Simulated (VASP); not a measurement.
Input of a VASP 6.6.1 run:

INCAR

```
PREC = Accurate
ENCUT = 520
EDIFF = 1E-7
ISMEAR = 0
SIGMA = 0.02
LREAL = F
LASPH = T
NELM = 100
ALGO = Normal
ISIF = 2
LWAVE = F
LCHARG = F
GGA = PE
NBANDS = 44
```

File KPOINTS:

```
regular mesh
0
Gamma
  6 6 6
```

Contents of POSCAR:

```
SiO2
1.0
   -4.2434514358      4.2434514358      2.6152461702
    4.2434514358     -4.2434514358      2.6152461702
    4.2434514358      4.2434514358     -2.6152461702
Si O
4 8
Direct
    0.1797083413      0.1797083413      0.3594166825
    0.8202916587      0.1797083413      0.0000000000
    0.1797083413      0.8202916587      0.0000000000
    0.8202916587      0.8202916587      0.6405833175
    0.5000000000      0.5000000000      0.5000000000
    0.0000000000      0.5000000000      0.0000000000
    0.5000000000      0.0000000000      0.0000000000
    0.0000000000      0.0000000000      0.5000000000
    0.0000000000      0.2236173851      0.2236173851
    0.7763826149      0.0000000000      0.7763826149
    0.2236173851      0.0000000000      0.2236173851
    0.0000000000      0.7763826149      0.7763826149
```

Potentials or basis: VASP PAW PBE potentials, release 64 (Si, O).

The run is started by

```bash
$ cat potpaw_PBE.64/Si/POTCAR potpaw_PBE.64/O/POTCAR > POTCAR
$ mpirun -np 1 vasp_std > vasp.out
```

(1) What does it give for the band gap on the k mesh?

(2) What does it give for the pressure?

(3) Predict the largest force.

Answers

(1) 5.34 eV.

(2) 19.1 GPa.

(3) 0.051 eV/Å.

Caveat: the cell stands under pressure.
